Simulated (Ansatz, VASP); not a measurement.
# Ta2Tl in VASP and in Ansatz

```
Ta Tl
1.0
     0.00000    3.24670    3.24670
     3.24670    0.00000    3.24670
     3.24670    3.24670    0.00000
Ta Tl
2 1
Cartesian
  4.8700 4.8700 4.8700
  1.6233 1.6233 1.6233
  0.0000 0.0000 0.0000
```

Change from the starting cell: species swapped into the Ca2Pb type (Fm-3m, No. 225).

Alike in both runs: functional PBE; k mesh 4 × 4 × 4; occupations gaussian, width 0.1 eV; no spin polarisation.

Ansatz relaxed the structure, and its values are those at the end. VASP's run is a single point on that final structure, the one shown.

|  | VASP | Ansatz |
| --- | --- | --- |
| version | VASP 6.6.1 | Ansatz 0.2.0 |
| potentials or method | VASP PAW PBE potentials, release 64 (Ta_pv, Tl_d), cutoff 520 eV | scalar-relativistic, plane waves, PAW |
| valence electrons in the cell | 35 | 39 |

VASP gave:

| Property | Result |
| --- | --- |
| gap on the k mesh at the Fermi level (eV) | none |
| pressure (GPa) | -0.1 |

Task: Which values does Ansatz return?

Result: gap on the k mesh at the Fermi level (eV): none; pressure (GPa): 0.0.

A gap of «none» marks a metal or a gap that the smearing closes. VASP's potentials hold 35 valence electrons a cell and Ansatz's 39, so a difference there can come from the potentials and not from the codes.

The k mesh is coarse, so the values compare programs but aren't converged. Spin-orbit coupling is off throughout.
